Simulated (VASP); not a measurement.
A run of VASP 6.6.1 is set up as follows.

INCAR

```
SYSTEM = Cd
PREC = Accurate
ENCUT = 520
EDIFF = 1E-6
ISMEAR = -1
SIGMA = 0.1
LREAL = .FALSE.
LASPH = .TRUE.
NELM = 100
ALGO = Normal
ISIF = 2
LWAVE = .FALSE.
LCHARG = .FALSE.
GGA = CA
NBANDS = 19
```

Contents of KPOINTS:

```
regular mesh
0
G
  21 21 9
  0 0 0
```

Contents of POSCAR:

```
Cd
1.0
    2.9928125447      0.0000000000      0.0000000000
   -1.4964062723      2.5918516925      0.0000000000
    0.0000000000      0.0000000000      5.8554413720
Cd
2
Direct
    0.3333333333      0.6666666667      0.2500000000
    0.6666666667      0.3333333333      0.7500000000
```

Potentials or basis: VASP PAW LDA potentials, release 64 (Cd).

Run with:

```sh
$ cat potpaw_LDA.64/Cd/POTCAR > POTCAR
$ mpirun -np 1 vasp_std > vasp.out
```

Problem. What does it give for the pressure?

Solution. -5.5 GPa.

Problem. Estimate the band gap on the k mesh.

Solution. Zero (bands 12 and 13 overlap by 4.37 eV).

Stress tensor (GPa, compression positive):
```
-6.04  0.00  0.00
 0.00 -6.04  0.00
 0.00  0.00 -4.44
```

Caveat: the cell stands under tension.
